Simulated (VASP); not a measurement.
NaAgBr2: single point with PBE

Crystal: NaAgBr2.

```xyz
4
Lattice="2.1153 1.2213 6.6897 -2.1153 1.2213 6.6897 0.0000 -2.4425 6.6897" Properties=species:S:1:pos:R:3 pbc="T T T"
Na    2.1153    1.2213    6.6897
Ag    0.0000    0.0000   10.0345
Br    0.0000    0.0000    4.9581
Br    0.0000    0.0000   15.1109
```

This cell differs from its parent crystal: biaxial xy strain +1.3%.

```json
{
  "Program": "VASP 6.6.1",
  "Task": "single point",
  "Functional": "PBE",
  "Potentials or basis": "VASP PAW PBE potentials, release 64 (Na_pv, Ag, Br)",
  "Cutoff": "520 eV",
  "k mesh": "8 × 8 × 8",
  "Occupations": "fermi-dirac, width 0.02 eV",
  "Spin": "no spin polarisation"
}
```

The pressure is 0.3 GPa and the largest force is 0.016 eV/Å. The band gap on the k mesh is 2.12 eV (least direct gap 2.23 eV).

Forces on the atoms (eV/Å):
```
Na   0.000  0.000  0.000
Ag   0.000  0.000  0.000
Br   0.000  0.000 -0.016
Br   0.000  0.000  0.016
```

Stress tensor (GPa, compression positive):
```
0.23 0.00 0.00
0.00 0.23 0.00
0.00 0.00 0.31
```

Levels at points of the mesh, in eV from the valence-band top:
```csv
k point,band 12,band 13,band 14,band 15,band 16,band 17,band 18,band 19,band 20,band 21
"(0.00, 0.00, 0.00)",-1.11,-1.11,-0.96,-0.10,-0.10,2.12,4.71,7.69,7.69,8.02
"(0.50, 0.00, 0.00)",-1.71,-1.69,-1.49,-0.46,-0.23,4.20,5.65,7.13,7.38,7.97
"(0.50, 0.50, 0.00)",-1.72,-1.69,-1.54,-0.06,-0.06,3.47,4.86,6.81,7.90,8.13
"(0.50, 0.50, 0.50)",-1.47,-1.24,-1.24,0.00,0.00,3.53,4.36,7.67,8.08,8.08
```

Run time: 4 min on 1 thread of Intel(R) Xeon(R) 6975P-C (Granite Rapids), with other jobs on the host, peak memory 0.5 GiB.

Caveat: the cell differs from its parent crystal (biaxial xy strain +1.3%). A k mesh can miss the band edges.
